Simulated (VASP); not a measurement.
# Hf3N4 (I-43d) in VASP: a series of runs, part 2 of 2

VASP 6.6.1. Earlier steps stand in the parts before.

## 3. Relaxation of the atoms, PBEsol (9.25 Å³/atom)

This run uses another cell than the first one, of 9.25 Å³/atom.

File INCAR:

```
SYSTEM = Hf3N4
PREC     = Accurate       ! precision mode
ENCUT    = 520            ! plane-wave cutoff, eV
EDIFF    = 1E-7           ! SCF threshold, eV
ISMEAR   = 0              ! smearing method
SIGMA    = 0.02           ! smearing width, eV
LREAL    = .FALSE.        ! projectors in reciprocal space
LASPH    = .TRUE.         ! aspherical terms in the spheres
NELM     = 120            ! most SCF steps
ALGO     = Normal         ! electronic algorithm
ISIF     = 2              ! what is computed and relaxed
LWAVE    = .FALSE.        ! write WAVECAR
LCHARG   = .FALSE.        ! write CHGCAR
GGA      = PS             ! functional
IBRION   = 2              ! ionic algorithm
NSW      = 50             ! ionic steps
EDIFFG   = -0.01          ! ionic threshold
GGA_COMPAT= .FALSE.      
NELMIN   = 4            
KPAR     = 4
```

File KPOINTS:

```
regular mesh
0
G
  6 6 6
  0 0 0
```

File POSCAR:

```
Hf3N4
1.0
   -3.1867829848      3.1867829848      3.1867829848
    3.1867829848     -3.1867829848      3.1867829848
    3.1867829848      3.1867829848     -3.1867829848
Hf N
6 8
Direct
    0.2500000000      0.6250000000      0.3750000000
    0.3750000000      0.2500000000      0.6250000000
    0.7500000000      0.8750000000      0.1250000000
    0.1250000000      0.7500000000      0.8750000000
    0.6250000000      0.3750000000      0.2500000000
    0.8750000000      0.1250000000      0.7500000000
    0.1489674594      0.1489674594      0.1489674594
    0.8510325406      0.5000000000      0.0000000000
    0.5000000000      0.0000000000      0.3510325406
    0.0000000000      0.8510325406      0.5000000000
    0.3510325406      0.5000000000      0.0000000000
    0.6489674594      0.6489674594      0.6489674594
    0.0000000000      0.3510325406      0.5000000000
    0.5000000000      0.0000000000      0.8510325406
```

Potentials or basis: VASP PAW PBE potentials, release 64 (Hf_pv, N).

Launch:

```console
$ cat potpaw_PBE.64/Hf_pv/POTCAR potpaw_PBE.64/N/POTCAR > POTCAR
$ mpirun -np 4 vasp_std > vasp.out
```

OUTCAR:

```text
SYSTEM = Hf3N4
   PREC = Accurate
   ENCUT = 520
   EDIFF = 1E-7
   ISMEAR = 0
   LREAL = .FALSE.
   LASPH = .TRUE.
   NELM = 120
   ISIF = 2
   GGA = PS
   IBRION = 2
   NSW = 50
   EDIFFG = -0.01
   NELMIN = 4

 ion  position               nearest neighbor table
   1  0.250  0.625  0.375-   8 2.15   9 2.15  12 2.15  13 2.15   7 2.27  11 2.27  14 2.27  10 2.27
                             2 2.98   2 2.98   4 2.98   5 2.98   4 2.98   5 2.98   6 2.98   6 2.98
   2  0.375  0.250  0.625-   9 2.15  10 2.15  11 2.15  12 2.15   7 2.27   8 2.27  13 2.27  14 2.27
                             5 2.98   1 2.98   5 2.98   6 2.98   1 2.98   6 2.98   3 2.98   3 2.98
   3  0.750  0.875  0.125-   7 2.15  10 2.15  11 2.15  14 2.15  12 2.27  13 2.27   8 2.27   9 2.27
                             6 2.98   4 2.98   5 2.98   6 2.98   5 2.98   4 2.98   2 2.98   2 2.98
   4  0.125  0.750  0.875-   7 2.15   8 2.15  13 2.15  14 2.15  12 2.27   9 2.27  10 2.27  11 2.27
                             3 2.98   1 2.98   3 2.98   6 2.98   1 2.98   6 2.98   5 2.98   5 2.98
   5  0.625  0.375  0.250-  11 2.15  12 2.15  13 2.15  14 2.15   9 2.27  10 2.27   7 2.27   8 2.27
                             1 2.98   1 2.98   2 2.98   3 2.98   2 2.98   3 2.98   4 2.98   4 2.98
   6  0.875  0.125  0.750-   7 2.15   8 2.15   9 2.15  10 2.15  11 2.27  14 2.27  13 2.27  12 2.27
                             4 2.98   2 2.98   3 2.98   4 2.98   3 2.98   2 2.98   1 2.98   1 2.98
   7  0.149  0.149  0.149-   3 2.15   4 2.15   6 2.15   2 2.27   1 2.27   5 2.27
   8  0.851  0.500  0.000-   1 2.15   4 2.15   6 2.15   2 2.27   3 2.27   5 2.27
   9  0.500  0.000  0.351-   1 2.15   2 2.15   6 2.15   5 2.27   4 2.27   3 2.27
  10  0.000  0.851  0.500-   2 2.15   3 2.15   6 2.15   5 2.27   4 2.27   1 2.27
  11  0.351  0.500  0.000-   2 2.15   3 2.15   5 2.15   1 2.27   6 2.27   4 2.27
  12  0.649  0.649  0.649-   1 2.15   2 2.15   5 2.15   4 2.27   3 2.27   6 2.27
  13  0.000  0.351  0.500-   1 2.15   4 2.15   5 2.15   2 2.27   3 2.27   6 2.27
  14  0.500  0.000  0.851-   3 2.15   4 2.15   5 2.15   1 2.27   6 2.27   2 2.27

  LATTYP: Found a body centered cubic cell.
 ALAT       =     6.3735659696

  Lattice vectors:

 A1 = (  -3.1867829848,   3.1867829848,   3.1867829848)
 A2 = (   3.1867829848,  -3.1867829848,   3.1867829848)
 A3 = (   3.1867829848,   3.1867829848,  -3.1867829848)

Analysis of symmetry for initial positions (statically):
=====================================================================
 Subroutine PRICEL returns:
 Original cell was already a primitive cell.

[... 156 lines left out ...]
   IMIX   =      4    mixing-type and parameters
     AMIX     =   0.40;   BMIX     =  1.00
     AMIX_MAG =   1.60;   BMIX_MAG =  1.00
  volume/ion in A,a.u.               =       9.25        62.40
  Fermi-wavevector in a.u.,A,eV,Ry     =   1.502112  2.838580 30.699380  2.256341
  Thomas-Fermi vector in A             =   2.613395
   LORBIT       =      0    0 simple, 1 ext, 2 COOP (PROOUT), +10 PAW based schemes
   GGA     = PS    functional components
   LHFCALC =     F    Hartree Fock is set to
   AEXX    =    0.0000 exact exchange contribution
   IVDW    =     0    specifies the selected vdW correction
   LEPSILON=     F    determine dielectric tensor
   LRPA    =     F    only Hartree local field effects (RPA)
 conjugate gradient relaxation of ions
 non-spin polarized calculation
 Gauss-broadening in eV      SIGMA  =   0.02
  energy-cutoff  :      520.00
  volume of cell :      129.45
 maximum number of plane-waves:      3511
 NGX is ok and might be reduce to    42
   NGX = 21   NGY = 21   NGZ = 21

--------------------------------------- Ionic step        1  -------------------------------------------

 number of electron     100.0000007 magnetization

 Free energy of the ion-electron system (eV)
  ---------------------------------------------------
  ext. energy  EPLUGINS =         0.00000000
  ---------------------------------------------------
  free energy    TOTEN  =      -154.81444091 eV

  energy without entropy =     -154.81444091  energy(sigma->0) =     -154.81444091

------------------------ aborting loop because EDIFF is reached ----------------------------------------

  FORCE on cell =-STRESS in cart. coord.  units (eV):
  Direction    XX          YY          ZZ          XY          YZ          ZX
  --------------------------------------------------------------------------------------
  -------------------------------------------------------------------------------------
  Total       34.8828677     34.8828677     34.8828677      0.0000000      0.0000000     -0.0000000
  in kB      431.7231157    431.7231157    431.7231157      0.0000000      0.0000000     -0.0000000
  external PRESSURE =     431.7231157 kB  Pullay stress =       0.0000000 kB
[... 83 lines left out ...]
--------------------------------------- Ionic step        3  -------------------------------------------

 number of electron     100.0000011 magnetization

 Free energy of the ion-electron system (eV)
  ---------------------------------------------------
  ext. energy  EPLUGINS =         0.00000000
  ---------------------------------------------------
  free energy    TOTEN  =      -154.81965900 eV

  energy without entropy =     -154.81965900  energy(sigma->0) =     -154.81965900

 E-fermi :   7.8855     XC(G=0): -13.7805

 val. band max:        7.7874101552   @ k =  -0.1667   0.1667   0.1667
 cond. band min:       8.9210407695   @ k =   0.0000   0.0000   0.0000
 fundamental gap:      1.1336306143
 Fermi energy:         7.8854941997

 k-point     1 :       0.0000    0.0000    0.0000
  band No.  band energies     occupation
      1     -22.4999      2.00000
      2     -22.4999      2.00000
      3     -22.4999      2.00000
      4     -22.3578      2.00000
      5     -22.3578      2.00000
      6     -22.3578      2.00000
[... 1038 lines left out ...]
  FREE ENERGIE OF THE ION-ELECTRON SYSTEM (eV)
  ---------------------------------------------------
  free  energy   TOTEN  =      -154.8196589963 eV

  energy  without entropy=     -154.8196589963  energy(sigma->0) =     -154.81965900

 reached required accuracy - stopping structural energy minimisation
```

CONTCAR:

```text
Hf3N4
   1.00000000000000
    -3.1867829848000002    3.1867829848000002    3.1867829848000002
     3.1867829848000002   -3.1867829848000002    3.1867829848000002
     3.1867829848000002    3.1867829848000002   -3.1867829848000002
  Hf              N
     6     8
Direct
     0.2500000000000000    0.6250000000000000    0.3750000000000000
[... 17 lines left out ...]
  0.00000000E+00  0.00000000E+00  0.00000000E+00
  0.00000000E+00  0.00000000E+00  0.00000000E+00
  0.00000000E+00  0.00000000E+00  0.00000000E+00
  0.00000000E+00  0.00000000E+00  0.00000000E+00
  0.00000000E+00  0.00000000E+00  0.00000000E+00
  0.00000000E+00  0.00000000E+00  0.00000000E+00
  0.00000000E+00  0.00000000E+00  0.00000000E+00
  0.00000000E+00  0.00000000E+00  0.00000000E+00
  0.00000000E+00  0.00000000E+00  0.00000000E+00
  0.00000000E+00  0.00000000E+00  0.00000000E+00
  0.00000000E+00  0.00000000E+00  0.00000000E+00
```

Run time: 1.7 min. Hardware: 4 MPI ranks of AMD EPYC 7R13 (Zen 3), shared host; peak memory 0.3 GiB.

Results:

- Free energy: -154.8197 eV
- Energy gained by relaxing: 0.4 meV/atom
- Ionic steps: 3
- Pressure after relaxing: 42.7 GPa
- Band gap on the k mesh: 1.13 eV (least direct gap 1.26 eV)

Step by step:
```csv
step,energy change (eV),largest force (eV/Å),pressure (GPa)
1,0.0000,0.1306,43.17
2,-0.0045,0.0482,42.89
3,-0.0052,0.0004,42.73
```

Final structure:
```yaml
crystal:
  lattice:
    - [-3.18678, 3.18678, 3.18678]
    - [3.18678, -3.18678, 3.18678]
    - [3.18678, 3.18678, -3.18678]
  atoms:
    - { symbol: Hf, position: [0.25000, 0.62500, 0.37500] }
    - { symbol: Hf, position: [0.37500, 0.25000, 0.62500] }
    - { symbol: Hf, position: [0.75000, 0.87500, 0.12500] }
    - { symbol: Hf, position: [0.12500, 0.75000, 0.87500] }
    - { symbol: Hf, position: [0.62500, 0.37500, 0.25000] }
    - { symbol: Hf, position: [0.87500, 0.12500, 0.75000] }
    - { symbol: N, position: [0.15078, 0.15078, 0.15078] }
    - { symbol: N, position: [0.84922, 0.50000, 0.00000] }
    - { symbol: N, position: [0.50000, 0.00000, 0.34922] }
    - { symbol: N, position: [0.00000, 0.84922, 0.50000] }
    - { symbol: N, position: [0.34922, 0.50000, 0.00000] }
    - { symbol: N, position: [0.65078, 0.65078, 0.65078] }
    - { symbol: N, position: [0.00000, 0.34922, 0.50000] }
    - { symbol: N, position: [0.50000, 0.00000, 0.84922] }
```

Caveat: the PAW data sets were made with another functional, which shifts forces and pressure a little; spin-orbit coupling is left out, which moves the levels of the heavy elements. A k mesh can miss the band edges.

## 4. Relaxation of the atoms, PBEsol (9.88 Å³/atom)

This run uses another cell than the first one, of 9.88 Å³/atom.

File INCAR:

```
SYSTEM = Hf3N4
PREC = Accurate
ENCUT = 520
EDIFF = 1E-7
ISMEAR = 0
SIGMA = 0.02
LREAL = .FALSE.
LASPH = .TRUE.
NELM = 120
ALGO = Normal
ISIF = 2
LWAVE = .FALSE.
LCHARG = .FALSE.
GGA = PS
IBRION = 2
NSW = 50
EDIFFG = -0.01
GGA_COMPAT = .FALSE.
NELMIN = 4
KPAR = 4
```

KPOINTS is that of step 3.

File POSCAR:

```
Hf3N4
1.0
   -3.2576234566      3.2576234566      3.2576234566
    3.2576234566     -3.2576234566      3.2576234566
    3.2576234566      3.2576234566     -3.2576234566
Hf N
6 8
Direct
    0.2500000000      0.6250000000      0.3750000000
    0.3750000000      0.2500000000      0.6250000000
    0.7500000000      0.8750000000      0.1250000000
    0.1250000000      0.7500000000      0.8750000000
    0.6250000000      0.3750000000      0.2500000000
    0.8750000000      0.1250000000      0.7500000000
    0.1434922808      0.1434922808      0.1434922808
    0.8565077192      0.5000000000      0.0000000000
    0.5000000000      0.0000000000      0.3565077192
    0.0000000000      0.8565077192      0.5000000000
    0.3565077192      0.5000000000      0.0000000000
    0.6434922808      0.6434922808      0.6434922808
    0.0000000000      0.3565077192      0.5000000000
    0.5000000000      0.0000000000      0.8565077192
```

Potentials or basis: VASP PAW PBE potentials, release 64 (Hf_pv, N).

Launch:

```console
$ cat potpaw_PBE.64/Hf_pv/POTCAR potpaw_PBE.64/N/POTCAR > POTCAR
$ mpirun -np 4 vasp_std > vasp.out
```

OUTCAR:

```text
SYSTEM = Hf3N4
   PREC = Accurate
   ENCUT = 520
   EDIFF = 1E-7
   ISMEAR = 0
   LREAL = .FALSE.
   LASPH = .TRUE.
   NELM = 120
   ISIF = 2
   GGA = PS
   IBRION = 2
   NSW = 50
   EDIFFG = -0.01
   NELMIN = 4

 ion  position               nearest neighbor table
   1  0.250  0.625  0.375-   9 2.18   8 2.18  12 2.18  13 2.18  11 2.34   7 2.34  10 2.34  14 2.34
                             5 3.05   4 3.05   2 3.05   4 3.05   6 3.05   2 3.05   6 3.05   5 3.05
   2  0.375  0.250  0.625-  10 2.18   9 2.18  11 2.18  12 2.18  13 2.34   8 2.34   7 2.34  14 2.34
                             1 3.05   5 3.05   6 3.05   3 3.05   5 3.05   1 3.05   6 3.05   3 3.05
   3  0.750  0.875  0.125-  11 2.18  10 2.18  14 2.18   7 2.18   8 2.34  12 2.34  13 2.34   9 2.34
                             4 3.05   6 3.05   6 3.05   2 3.05   5 3.05   5 3.05   2 3.05   4 3.05
   4  0.125  0.750  0.875-  14 2.18   8 2.18  13 2.18   7 2.18  11 2.34  12 2.34   9 2.34  10 2.34
                             6 3.05   3 3.05   1 3.05   1 3.05   3 3.05   5 3.05   6 3.05   5 3.05
   5  0.625  0.375  0.250-  12 2.18  13 2.18  14 2.18  11 2.18   9 2.34   7 2.34  10 2.34   8 2.34
                             1 3.05   2 3.05   3 3.05   1 3.05   4 3.05   2 3.05   3 3.05   4 3.05
   6  0.875  0.125  0.750-   7 2.18   8 2.18   9 2.18  10 2.18  14 2.34  12 2.34  13 2.34  11 2.34
                             4 3.05   3 3.05   1 3.05   2 3.05   4 3.05   3 3.05   2 3.05   1 3.05
   7  0.143  0.143  0.143-   4 2.18   6 2.18   3 2.18   2 2.34   1 2.34   5 2.34
   8  0.857  0.500  0.000-   1 2.18   4 2.18   6 2.18   3 2.34   2 2.34   5 2.34
   9  0.500  0.000  0.357-   1 2.18   2 2.18   6 2.18   4 2.34   5 2.34   3 2.34
  10  0.000  0.857  0.500-   2 2.18   3 2.18   6 2.18   4 2.34   1 2.34   5 2.34
  11  0.357  0.500  0.000-   3 2.18   2 2.18   5 2.18   4 2.34   1 2.34   6 2.34
  12  0.643  0.643  0.643-   1 2.18   5 2.18   2 2.18   4 2.34   3 2.34   6 2.34
  13  0.000  0.357  0.500-   1 2.18   4 2.18   5 2.18   2 2.34   3 2.34   6 2.34
  14  0.500  0.000  0.857-   4 2.18   3 2.18   5 2.18   2 2.34   1 2.34   6 2.34

  LATTYP: Found a body centered cubic cell.
 ALAT       =     6.5152469132

  Lattice vectors:

 A1 = (  -3.2576234566,   3.2576234566,   3.2576234566)
 A2 = (   3.2576234566,  -3.2576234566,   3.2576234566)
 A3 = (   3.2576234566,   3.2576234566,  -3.2576234566)

Analysis of symmetry for initial positions (statically):
=====================================================================
 Subroutine PRICEL returns:
 Original cell was already a primitive cell.
[... 158 lines left out ...]
     AMIX     =   0.40;   BMIX     =  1.00
     AMIX_MAG =   1.60;   BMIX_MAG =  1.00
  volume/ion in A,a.u.               =       9.88        66.65
  Fermi-wavevector in a.u.,A,eV,Ry     =   1.469447  2.776852 29.378716  2.159275
  Thomas-Fermi vector in A             =   2.584823
   LORBIT       =      0    0 simple, 1 ext, 2 COOP (PROOUT), +10 PAW based schemes
   GGA     = PS    functional components
   LHFCALC =     F    Hartree Fock is set to
   AEXX    =    0.0000 exact exchange contribution
   IVDW    =     0    specifies the selected vdW correction
   LEPSILON=     F    determine dielectric tensor
   LRPA    =     F    only Hartree local field effects (RPA)
 conjugate gradient relaxation of ions
 non-spin polarized calculation
 Gauss-broadening in eV      SIGMA  =   0.02
  energy-cutoff  :      520.00
  volume of cell :      138.28
 maximum number of plane-waves:      3781
 NGX is ok and might be reduce to    42
   NGX = 21   NGY = 21   NGZ = 21

--------------------------------------- Ionic step        1  -------------------------------------------

 number of electron     100.0000000 magnetization

 number of electron      99.9999990 magnetization

 Free energy of the ion-electron system (eV)
  ---------------------------------------------------
  ext. energy  EPLUGINS =         0.00000000
  ---------------------------------------------------
  free energy    TOTEN  =      -156.39785571 eV

  energy without entropy =     -156.39785571  energy(sigma->0) =     -156.39785571

------------------------ aborting loop because EDIFF is reached ----------------------------------------

  FORCE on cell =-STRESS in cart. coord.  units (eV):
  Direction    XX          YY          ZZ          XY          YZ          ZX
  --------------------------------------------------------------------------------------
  -------------------------------------------------------------------------------------
  Total       14.4424570     14.4424570     14.4424570     -0.0000000     -0.0000000      0.0000000
  in kB      167.3358619    167.3358619    167.3358619     -0.0000000     -0.0000000      0.0000000
  external PRESSURE =     167.3358619 kB  Pullay stress =       0.0000000 kB
[... 83 lines left out ...]
--------------------------------------- Ionic step        3  -------------------------------------------

 number of electron      99.9999993 magnetization

 Free energy of the ion-electron system (eV)
  ---------------------------------------------------
  ext. energy  EPLUGINS =         0.00000000
  ---------------------------------------------------
  free energy    TOTEN  =      -156.40530135 eV

  energy without entropy =     -156.40530135  energy(sigma->0) =     -156.40530135

 E-fermi :   7.3205     XC(G=0): -13.4172

 val. band max:        7.1890529182   @ k =   0.1667   0.0000   0.0000
 cond. band min:       8.3223478732   @ k =   0.0000   0.0000   0.0000
 fundamental gap:      1.1332949550
 Fermi energy:         7.3204978202

 k-point     1 :       0.0000    0.0000    0.0000
  band No.  band energies     occupation
      1     -23.1859      2.00000
      2     -23.1859      2.00000
      3     -23.1859      2.00000
      4     -23.0756      2.00000
      5     -23.0756      2.00000
      6     -23.0756      2.00000
[... 1038 lines left out ...]
  FREE ENERGIE OF THE ION-ELECTRON SYSTEM (eV)
  ---------------------------------------------------
  free  energy   TOTEN  =      -156.4053013544 eV

  energy  without entropy=     -156.4053013544  energy(sigma->0) =     -156.40530135

 reached required accuracy - stopping structural energy minimisation
```

CONTCAR:

```text
Hf3N4
   1.00000000000000
    -3.2576234566000002    3.2576234566000002    3.2576234566000002
     3.2576234566000002   -3.2576234566000002    3.2576234566000002
     3.2576234566000002    3.2576234566000002   -3.2576234566000002
  Hf              N
     6     8
Direct
     0.2500000000000000    0.6250000000000000    0.3750000000000000
[... 17 lines left out ...]
  0.00000000E+00  0.00000000E+00  0.00000000E+00
  0.00000000E+00  0.00000000E+00  0.00000000E+00
  0.00000000E+00  0.00000000E+00  0.00000000E+00
  0.00000000E+00  0.00000000E+00  0.00000000E+00
  0.00000000E+00  0.00000000E+00  0.00000000E+00
  0.00000000E+00  0.00000000E+00  0.00000000E+00
  0.00000000E+00  0.00000000E+00  0.00000000E+00
  0.00000000E+00  0.00000000E+00  0.00000000E+00
  0.00000000E+00  0.00000000E+00  0.00000000E+00
  0.00000000E+00  0.00000000E+00  0.00000000E+00
  0.00000000E+00  0.00000000E+00  0.00000000E+00
```

It took 2.5 min on 4 MPI ranks of Intel Xeon Platinum 8175M at 2.50GHz (Skylake/Cascade Lake), shared host; peak memory 0.33 GiB.

Results:

```yaml
Free_energy: -156.4053 eV
Energy_gained_by_relaxing: 0.5 meV/atom
Ionic_steps: 3
Pressure_after_relaxing: 16.1 GPa
Band_gap_on_the_k_mesh: 1.13 eV (least direct gap 1.15 eV)
```

The path:
| step | energy change (eV) | largest force (eV/Å) | pressure (GPa) |
| --- | --- | --- | --- |
| 1 | 0.0000 | 0.1293 | 16.73 |
| 2 | -0.0051 | 0.0737 | 16.44 |
| 3 | -0.0074 | 0.0014 | 16.07 |

Final structure:
```xyz
14
Lattice="-3.2576 3.2576 3.2576 3.2576 -3.2576 3.2576 3.2576 3.2576 -3.2576" Properties=species:S:1:pos:R:3 pbc="T T T"
Hf    2.4432    0.0000    1.6288
Hf    1.6288    2.4432    0.0000
Hf    0.8144    0.0000    4.8864
Hf    4.8864    0.8144    0.0000
Hf    0.0000    1.6288    2.4432
Hf    0.0000    4.8864    0.8144
N     0.4758    0.4758    0.4758
N    -1.1530    1.1530    4.4106
N    -0.4758    2.7818    0.4758
N     4.4106   -1.1530    1.1530
N     0.4758   -0.4758    2.7818
N     2.1046    2.1046    2.1046
N     2.7818    0.4758   -0.4758
N     1.1530    4.4106   -1.1530
```

Levels at points of the mesh, in eV from the valence-band top:
```
           k point  band 47  band 48  band 49  band 50  band 51  band 52  band 53  band 54
(0.00, 0.00, 0.00)    -1.35    -0.01    -0.01    -0.01     1.13     1.13     1.93     1.93
(0.50, 0.00, 0.00)    -1.72    -1.72    -0.60    -0.60     2.61     2.61     3.04     3.04
(0.50, 0.50, 0.50)    -0.29    -0.29    -0.29    -0.29     3.93     3.93     3.93     3.93
```

Caveat: the PAW data sets were made with another functional, which shifts forces and pressure a little; spin-orbit coupling is left out, which moves the levels of the heavy elements. A k mesh can miss the band edges.

## 5. Overview

| cell | gap on the mesh (eV) | pressure (GPa) |
| --- | --- | --- |
| atoms relaxed from a = 5.817 Å, angles 109.5°, 14 atoms, atomic positions A | 0.95 | -8.8 |
| atoms relaxed from a = 5.520 Å, angles 109.5°, 14 atoms, atomic positions B | 1.13 | 42.7 |
| atoms relaxed from a = 5.642 Å, angles 109.5°, 14 atoms, atomic positions C | 1.13 | 16.1 |

Alike in all rows: task relaxation of the atoms; level PBEsol; potentials or basis VASP PAW PBE potentials, release 64 (Hf_pv, N); no spin polarisation; k mesh 6 × 6 × 6; cutoff (eV) 520; smearing gaussian 0.02 eV.

Caveats: the PAW data sets were made with another functional, which shifts forces and pressure a little; spin-orbit coupling is left out, which moves the levels of the heavy elements.

Total energies depend on the potentials used, so only differences within one code and one set of settings carry meaning.
